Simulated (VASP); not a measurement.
# Ir (P6_3/mmc) in VASP: single point with LDA

Aim: the single point of Ir with LDA.

Everything below comes from runs of VASP 6.6.1. Logs are shortened: lines on timing, memory, paths and dates and some standing lists are left out, and cuts for length are marked.

## Step 1: The cell of the first run

It takes space group P6_3/mmc (No. 194, hexagonal). Conventional cell: a = 2.705 Å, b = 2.705 Å, c = 4.386 Å, α = 90.00°, β = 90.00°, γ = 120.00°. Ir (site symmetry -6m2) has 12 Ir at 2.69 to 2.71 Å within 3.6 Å.

This isn't the form of Ir at room conditions, which is fcc.

## Step 2: Single point, LDA

Input file INCAR:

```
SYSTEM = Ir
PREC     = Accurate       ! precision mode
ENCUT    = 560            ! plane-wave cutoff, eV
EDIFF    = 1E-6           ! SCF threshold, eV
ISMEAR   = 0              ! smearing method
SIGMA    = 0.15           ! smearing width, eV
LREAL    = .False.        ! projectors in reciprocal space
LASPH    = .True.         ! aspherical terms in the spheres
NELM     = 120            ! most SCF steps
ALGO     = Normal         ! electronic algorithm
ISIF     = 2              ! what is computed and relaxed
LWAVE    = .False.        ! write WAVECAR
LCHARG   = .True.         ! write CHGCAR
GGA      = CA             ! functional
LELF     = .True.         ! ELF
LVHAR    = .True.       
NBANDS   = 24             ! bands
GGA_COMPAT= .False.
```

Input file KPOINTS:

```
regular mesh
0
Gamma
  18 18 10
  0 0 0
```

Input file POSCAR:

```
Ir
1.0
    2.7052421931      0.0000000000      0.0000000000
   -1.3526210966      2.3428084626      0.0000000000
    0.0000000000      0.0000000000      4.3862377060
Ir
2
Direct
    0.6666666667      0.3333333333      0.7500000000
    0.3333333333      0.6666666667      0.2500000000
```

Potentials or basis: VASP PAW LDA potentials, release 64 (Ir_sv_GW).

Launch:

```sh
$ cat potpaw_LDA.64/Ir_sv_GW/POTCAR > POTCAR
$ mpirun -np 1 vasp_std > vasp.out
```

OUTCAR:

```text
SYSTEM = Ir
   PREC = Accurate
   ENCUT = 560
   EDIFF = 1E-6
   ISMEAR = 0
   LREAL = .False.
   LASPH = .True.
   NELM = 120
   ISIF = 2
   GGA = CA

 ion  position               nearest neighbor table
   1  0.667  0.333  0.750-   2 2.69   2 2.69   2 2.69   2 2.69   2 2.69   2 2.69
   2  0.333  0.667  0.250-   1 2.69   1 2.69   1 2.69   1 2.69   1 2.69   1 2.69

  LATTYP: Found a hexagonal cell.
 ALAT       =     2.7052421931
 C/A-ratio  =     1.6213844798

  Lattice vectors:

 A1 = (   2.7052421931,   0.0000000000,   0.0000000000)
 A2 = (  -1.3526210966,   2.3428084626,   0.0000000000)
 A3 = (   0.0000000000,   0.0000000000,   4.3862377060)

Analysis of symmetry for initial positions (statically):
=====================================================================
 Subroutine PRICEL returns:
 Original cell was already a primitive cell.

 Routine SETGRP: Setting up the symmetry group for a
 hexagonal supercell.

 Subroutine GETGRP returns: Found 24 space group operations
 (whereof 12 operations were pure point group operations)
 out of a pool of 24 trial point group operations.

The static configuration has the point symmetry D_3d.
 The point group associated with its full space group is D_6h.

Analysis of symmetry for dynamics (positions and initial velocities):
=====================================================================
 Subroutine PRICEL returns:
 Original cell was already a primitive cell.

 Routine SETGRP: Setting up the symmetry group for a
 hexagonal supercell.

 Subroutine GETGRP returns: Found 24 space group operations
 (whereof 12 operations were pure point group operations)
 out of a pool of 24 trial point group operations.

The dynamic configuration has the point symmetry D_3d.
 The point group associated with its full space group is D_6h.

 Subroutine INISYM returns: Found 24 space group operations
 (whereof 12 operations are pure point group operations),
 and found     1 'primitive' translations

----------------------------------------------------------------------------------------

                                     Primitive cell

  volume of cell :      27.7994

  direct lattice vectors                    reciprocal lattice vectors
     2.705242193  0.000000000  0.000000000     0.369652670  0.213419069  0.000000000
    -1.352621097  2.342808463  0.000000000     0.000000000  0.426838137  0.000000000
     0.000000000  0.000000000  4.386237706     0.000000000  0.000000000  0.227985820

  length of vectors
     2.705242193  2.705242193  4.386237706     0.426838137  0.426838137  0.227985820

  position of ions in fractional coordinates (direct lattice)
     0.666666667  0.333333333  0.750000000
     0.333333333  0.666666667  0.250000000

  ion indices of the primitive-cell ions
   primitive index   ion index
                 1           1
                 2           2

----------------------------------------------------------------------------------------

 KPOINTS: regular mesh

Automatic generation of k-mesh.
 Grid dimensions read from file:
 generate k-points for:   18   18   10

 Generating k-lattice:

  Cartesian coordinates                     Fractional coordinates (reciprocal lattice)
     0.020536259  0.011856615  0.000000000     0.055555556  0.000000000  0.000000000
     0.000000000  0.023713230  0.000000000     0.000000000  0.055555556  0.000000000
     0.000000000  0.000000000  0.022798582     0.000000000  0.000000000  0.100000000

  Length of vectors
     0.023713230  0.023713230  0.022798582

  Shift w.r.t. Gamma in fractional coordinates (k-lattice)
     0.000000000  0.000000000  0.000000000

 Subroutine IBZKPT returns following result:
 ===========================================

 Found    222 irreducible k-points:

 Following reciprocal coordinates:
            Coordinates               Weight
  0.000000  0.000000  0.000000      1.000000
  0.055556  0.000000  0.000000      6.000000
  0.111111  0.000000  0.000000      6.000000
  0.166667 -0.000000  0.000000      6.000000
  0.222222 -0.000000  0.000000      6.000000
  0.277778 -0.000000  0.000000      6.000000
[... 16 lines left out ...]
  0.333333  0.111111  0.000000     12.000000
  0.388889  0.111111  0.000000     12.000000
 [... further k-points ...]
   k-points           NKPTS =    222   k-points in BZ     NKDIM =    222   number of bands    NBANDS=     24
   number of dos      NEDOS =    301   number of ions     NIONS =      2
   total plane-waves  NPLWV =  20736
   dimension x,y,z NGX =    24 NGY =   24 NGZ =   36
   dimension x,y,z NGXF=    48 NGYF=   48 NGZF=   72
   ions per type =               2
   NGX,Y,Z   is equivalent  to a cutoff of  14.75, 14.75, 13.64 a.u.
   NGXF,Y,Z  is equivalent  to a cutoff of  29.50, 29.50, 27.29 a.u.
 SYSTEM =  Ir
   PREC   = accura    normal or accurate (medium, high low for compatibility)
   ISTART =      0    job   : 0-new  1-cont  2-samecut
   ICHARG =      2    charge: 1-file 2-atom 10-const
   ISPIN  =      1    spin polarized calculation?
   LNONCOLLINEAR =      F non collinear calculations
   LSORBIT =      F    spin-orbit coupling
   LASPH  =      T    aspherical Exc in radial PAW
   ENCUT  =  560.0 eV  41.16 Ry    6.42 a.u.   5.22  5.22  8.46*2*pi/ulx,y,z
   NELM   =    120;   NELMIN=  2; NELMDL= -5     # of ELM steps
   EDIFF  = 0.1E-05   stopping-criterion for ELM
   LREAL  =      F    real-space projection
   EDIFFG = 0.1E-04   stopping-criterion for IOM
   NSW    =      0    number of steps for IOM
   IBRION =     -1    ionic relax: 0-MD 1-quasi-New 2-CG
   NFREE  =      0    steps in history (QN), initial steepest desc. (CG)
   ISIF   =      2    stress and relaxation
   ISYM   =      2    0-nonsym 1-usesym 2-fastsym
   POTIM  = 0.5000    time-step for ionic-motion
   TEBEG  =    0.0;   TEEND  =   0.0 temperature during run
   PSTRESS=    0.0 pullay stress
   NELECT =      34.0000    total number of electrons
   NUPDOWN=      -1.0000    fix difference up-down
   EMIN   =  10.00;   EMAX   =-10.00  energy-range for DOS
   EFERMI =   0.00;   METHOD = LEGACY
   ISMEAR =     0;   SIGMA  =   0.15  broadening in eV -4-tet -1-fermi 0-gaus
   EFERMI_NEDOS =   21; number of points for ismear=-14 and -15
   IALGO  =     38    algorithm
   IMIX   =      4    mixing-type and parameters
     AMIX     =   0.40;   BMIX     =  1.00
     AMIX_MAG =   1.60;   BMIX_MAG =  1.00
  volume/ion in A,a.u.               =      13.90        93.80
  Fermi-wavevector in a.u.,A,eV,Ry     =   1.750744  3.308427 41.703303  3.065106
  Thomas-Fermi vector in A             =   2.821404
   LORBIT       =      0    0 simple, 1 ext, 2 COOP (PROOUT), +10 PAW based schemes
   GGA     = CA    functional components
   LHFCALC =     F    Hartree Fock is set to
   AEXX    =    0.0000 exact exchange contribution
   IVDW    =     0    specifies the selected vdW correction
   LEPSILON=     F    determine dielectric tensor
   LRPA    =     F    only Hartree local field effects (RPA)
 non-spin polarized calculation
 Gauss-broadening in eV      SIGMA  =   0.15
  energy-cutoff  :      560.00
  volume of cell :       27.80
 maximum number of plane-waves:       851
 NGX is ok and might be reduce to    24
   NGX = 11   NGY = 11   NGZ = 17

 number of electron      34.0000000 magnetization

 Free energy of the ion-electron system (eV)
  ---------------------------------------------------
  ext. energy  EPLUGINS =         0.00000000
  ---------------------------------------------------
  free energy    TOTEN  =       -21.66800572 eV

  energy without entropy =      -21.64477582  energy(sigma->0) =      -21.65639077

 E-fermi :  13.1394     XC(G=0): -14.8962

 val. band max:       13.1392145522   @ k =   0.3333  -0.0000   0.4000
 cond. band min:      13.1547879707   @ k =   0.3889   0.1667   0.1000
 fundamental gap:      0.0155734185
 Fermi energy:        13.1393963107

 k-point     1 :       0.0000    0.0000    0.0000
  band No.  band energies     occupation
      1     -79.5674      2.00000
      2     -79.4924      2.00000
      3     -37.0878      2.00000
      4     -36.3355      2.00000
      5     -36.3355      2.00000
      6     -36.2208      2.00000
[... 16 lines left out ...]
     23      28.7922      0.00000
     24      29.9544      0.00000

 k-point     2 :       0.0556    0.0000    0.0000
  band No.  band energies     occupation
      1     -79.5653      2.00000
      2     -79.4913      2.00000
      3     -37.0796      2.00000
      4     -36.3545      2.00000
      5     -36.3418      2.00000
      6     -36.2304      2.00000
[... 16 lines left out ...]
     23      28.9586      0.00000
     24      30.1696      0.00000

 k-point     3 :       0.1111    0.0000    0.0000
  band No.  band energies     occupation
      1     -79.5598      2.00000
      2     -79.4889      2.00000
      3     -37.0553      2.00000
      4     -36.4105      2.00000
      5     -36.3597      2.00000
      6     -36.2881      2.00000
[... 16 lines left out ...]
     23      29.3998      0.00000
     24      30.7356      0.00000

 k-point     4 :       0.1667   -0.0000    0.0000
  band No.  band energies     occupation
      1     -79.5513      2.00000
      2     -79.4854      2.00000
      3     -37.0167      2.00000
      4     -36.4957      2.00000
      5     -36.3867      2.00000
      6     -36.3751      2.00000
[... 16 lines left out ...]
     23      29.7297      0.00000
     24      30.7753      0.00000

 k-point     5 :       0.2222   -0.0000    0.0000
  band No.  band energies     occupation
      1     -79.5405      2.00000
      2     -79.4807      2.00000
      3     -36.9658      2.00000
      4     -36.5995      2.00000
      5     -36.4799      2.00000
      6     -36.4187      2.00000
[... 451 lines left out ...]
 k-point    22 :       0.2778    0.1111    0.0000
  band No.  band energies     occupation
      1     -79.5132      2.00000
      2     -79.4723      2.00000
      3     -36.8252      2.00000
      4     -36.8035      2.00000
      5     -36.7072      2.00000
      6     -36.5012      2.00000
[... 16 lines left out ...]
     23      25.3603      0.00000
     24      27.8176      0.00000

 k-point    23 :       0.3333    0.1111    0.0000
  band No.  band energies     occupation
      1     -79.5033      2.00000
      2     -79.4710      2.00000
      3     -36.8819      2.00000
      4     -36.7662      2.00000
      5     -36.7650      2.00000
      6     -36.5382      2.00000
[... 16 lines left out ...]
     23      24.0648      0.00000
     24      27.3060      0.00000

 k-point    24 :       0.3889    0.1111    0.0000
  band No.  band energies     occupation
      1     -79.4957      2.00000
      2     -79.4707      2.00000
      3     -36.9327      2.00000
      4     -36.8043      2.00000
      5     -36.7165      2.00000
      6     -36.5619      2.00000
[... 16 lines left out ...]
     23      23.9082      0.00000
     24      26.5556      0.00000

 [... further k-points ...]

------------------------ aborting loop because EDIFF is reached ----------------------------------------

  FORCE on cell =-STRESS in cart. coord.  units (eV):
  Direction    XX          YY          ZZ          XY          YZ          ZX
  --------------------------------------------------------------------------------------
  -------------------------------------------------------------------------------------
  Total       -0.0534434     -0.0534434     -0.0561886      0.0000000     -0.0000000      0.0000000
  in kB       -3.0801338     -3.0801338     -3.2383514      0.0000000     -0.0000000      0.0000000
  external PRESSURE =      -3.1328730 kB  Pullay stress =       0.0000000 kB

 VOLUME and BASIS-vectors are now :
 -----------------------------------------------------------------------------
  energy-cutoff  :      560.00
  volume of cell :       27.80
      direct lattice vectors                 reciprocal lattice vectors
     2.705242193  0.000000000  0.000000000     0.369652670  0.213419069  0.000000000
    -1.352621097  2.342808463  0.000000000     0.000000000  0.426838137  0.000000000
     0.000000000  0.000000000  4.386237706     0.000000000  0.000000000  0.227985820

 POSITION                                       TOTAL-FORCE (eV/Angst)
 -----------------------------------------------------------------------------------
      1.35262      0.78094      3.28968        -0.000000      0.000000      0.000000
     -0.00000      1.56187      1.09656         0.000000     -0.000000      0.000000
 -----------------------------------------------------------------------------------
    total drift:                               -0.000000      0.000000     -0.000000

  FREE ENERGIE OF THE ION-ELECTRON SYSTEM (eV)
  ---------------------------------------------------
  free  energy   TOTEN  =       -21.6680057158 eV

  energy  without entropy=      -21.6447758195  energy(sigma->0) =      -21.65639077
```

Run time: 50 s. Hardware: 1 thread of Intel Xeon 6975P-C (Granite Rapids), shared host; peak memory 0.25 GiB.

Results:

| Item | Value |
| --- | --- |
| Free energy | -21.6680 eV |
| Pressure | -0.3 GPa |
| Band gap on the k mesh | zero (bands 17 and 18 overlap by 3.47 eV) |

Levels at points of the mesh, in eV from the Fermi level:
| k point | band 13 | band 14 | band 15 | band 16 | band 17 | band 18 | band 19 | band 20 | band 21 | band 22 |
| --- | --- | --- | --- | --- | --- | --- | --- | --- | --- | --- |
| (0.00, 0.00, 0.00) | -3.99 | -3.31 | -3.31 | -2.48 | -2.48 | -0.82 | 0.27 | 0.27 | 7.25 | 13.66 |
| (0.50, 0.00, 0.00) | -3.69 | -3.53 | -3.09 | 0.74 | 1.02 | 1.18 | 3.06 | 4.54 | 8.29 | 10.44 |
| (0.00, 0.00, 0.50) | -4.11 | -4.11 | -4.11 | -4.11 | -0.49 | -0.49 | -0.49 | -0.49 | 13.17 | 13.17 |
| (0.50, 0.00, 0.50) | -2.23 | -2.23 | -1.01 | -1.01 | 1.00 | 1.00 | 2.08 | 2.08 | 7.85 | 7.85 |

Caveat: spin-orbit coupling is left out, which moves the levels of the heavy elements.
